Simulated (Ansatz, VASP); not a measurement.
# One calculation of GaN, two programs

```
Ga N
1.0
     0.00000    2.24895    2.24895
     2.24895    0.00000    2.24895
     2.24895    2.24895    0.00000
Ga N
1 1
Direct
  0.00000 0.00000 0.00000
  0.75000 0.75000 0.75000
```

Alike in both runs: task single point; functional r2SCAN; k mesh 10 × 10 × 10; no spin polarisation.

```csv
,VASP,Ansatz
version,VASP 6.6.1,Ansatz 0.2.0
potentials or method,"VASP PAW PBE potentials, release 64 (Ga_d, N_h)","plane waves, PAW"
plane-wave cutoff (eV),910,500
occupations,"gaussian, width 0.01 eV",fixed
valence electrons in the cell,18,18
```

```tsv
	VASP	Ansatz	Ansatz less VASP
gap on the k mesh at the Fermi level (eV)	2.16	2.17	+0.011
```

VASP's potentials were made for PBE, not for r2SCAN.

Noted on VASP's run: the cutoff is short for stress, so the pressure is rough.
